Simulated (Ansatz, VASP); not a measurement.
## One calculation of SiC, two programs

INCAR

```
ALGO = Normal ; EDIFF = 1E-6
ENCUT = 520 ; GGA = PE
ISIF = 2 ; ISMEAR = 0
LASPH = True ; LCHARG = True
LELF = True ; LREAL = False
LVHAR = True ; LWAVE = False
NBANDS = 11 ; NELM = 80
PREC = Accurate ; SIGMA = 0.05
```

KPOINTS

```
k-points
0
Gamma
  12 12 12
```

Contents of POSCAR:

```
SiC
1.0
    0.0000000000      2.1740000000      2.0870400000
    2.1740000000      0.0000000000      2.0870400000
    2.1740000000      2.1740000000      0.0000000000
Si C
1 1
Direct
    0.0000000000      0.0000000000      0.0000000000
    0.7500000000      0.7500000000      0.7500000000
```

Input for Ansatz:

```yaml
crystal:
  lattice:
    - [0.0, 2.174, 2.08704]
    - [2.174, 0.0, 2.08704]
    - [2.174, 2.174, 0.0]
  atoms:
    - { symbol: Si, position: [0.0, 0.0, 0.0] }
    - { symbol: C, position: [0.75, 0.75, 0.75] }
basis:
  ecutwfc: 420
kpoints:
  mp_grid: { grid: [12, 12, 12] }
hamiltonian:
  xc: pbe
scf:
  occupations: { method: gaussian, width: 0.05 }
output:
  forces: true
  stress: true
  eigenvalues: true
```

Change from the starting cell: strain +0.000 along x and y, -0.040 along z, atoms carried along.

Alike in both runs: task single point; functional PBE; k mesh 12 × 12 × 12; occupations gaussian, width 0.05 eV; no spin polarisation.

```csv
,VASP,Ansatz
version,VASP 6.6.1,Ansatz 0.2.0
potentials or method,"VASP PAW PBE potentials, release 64 (Si, C), cutoff 520 eV","scalar-relativistic, plane waves, PAW"
valence electrons in the cell,8,8
```

|  | VASP | Ansatz | Ansatz less VASP |
| --- | --- | --- | --- |
| gap on the k mesh at the Fermi level (eV) | 0.89 | 0.89 | +0.002 |
| least direct gap on the mesh (eV) | 4.54 | 4.54 | +0.005 |
| pressure (GPa) | 14.8 | 14.9 | +0.08 |
| traceless stress, the component that is largest in VASP (GPa) | 6.39 | 6.37 | -0.021 |
